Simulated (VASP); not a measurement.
Runs of VASP 6.6.1 on NaCl. It takes space group Fm-3m (No. 225, cubic). Conventional cell: a = 5.605 Å, b = 5.605 Å, c = 5.605 Å, α = 90.00°, β = 90.00°, γ = 90.00°. Na (site symmetry m-3m) has 6 Cl at 2.80 Å within 3.7 Å. Cl (site symmetry m-3m) has 6 Na at 2.80 Å within 3.7 Å. 

| level | potentials or basis | k mesh | cutoff (eV) | smearing | gap on the mesh (eV) | pressure (GPa) |
| --- | --- | --- | --- | --- | --- | --- |
| LDA | VASP PAW LDA potentials, release 64 (Na_pv, Cl) | 4 × 4 × 4 | 500 | gaussian 0.01 eV | (b) | -2.0 |
| r2SCAN | VASP PAW PBE potentials, release 64 (Na_pv, Cl) | 6 × 6 × 6 | 550 | fermi-dirac 0.001 eV | 6.00 | -0.1 |
| r2SCAN | VASP PAW PBE potentials, release 64 (Na_pv, Cl) | 6 × 6 × 6 | 550 | fermi-dirac 0.5 eV | 6.00 | -0.1 |
| r2SCAN+D3(BJ) | VASP PAW PBE potentials, release 64 (Na_pv, Cl) | 6 × 6 × 6 | 550 | gaussian 0.01 eV | 6.00 | -0.9 |
| r2SCAN | VASP PAW PBE potentials, release 64 (Na_pv, Cl) | 6 × 6 × 6 | 550 | gaussian 0.001 eV | 6.00 | -0.1 |
| r2SCAN | VASP PAW PBE potentials, release 64 (Na_pv, Cl) | 6 × 6 × 6 | 550 | methfessel-paxton 0.2 eV | 6.00 | -0.2 |
| r2SCAN | VASP PAW PBE potentials, release 64 (Na_pv, Cl) | 6 × 6 × 6 | 550 | methfessel-paxton 0.5 eV | 6.00 | (a) |

Alike in all rows: task single point; no spin polarisation; cell as given.

Task: Fill in the values left out.

Result: (a) -0.3; (b) 4.77.

Caveats: some runs use coarse meshes; the PAW data sets were made with another functional, which shifts forces and pressure a little (at least some runs).

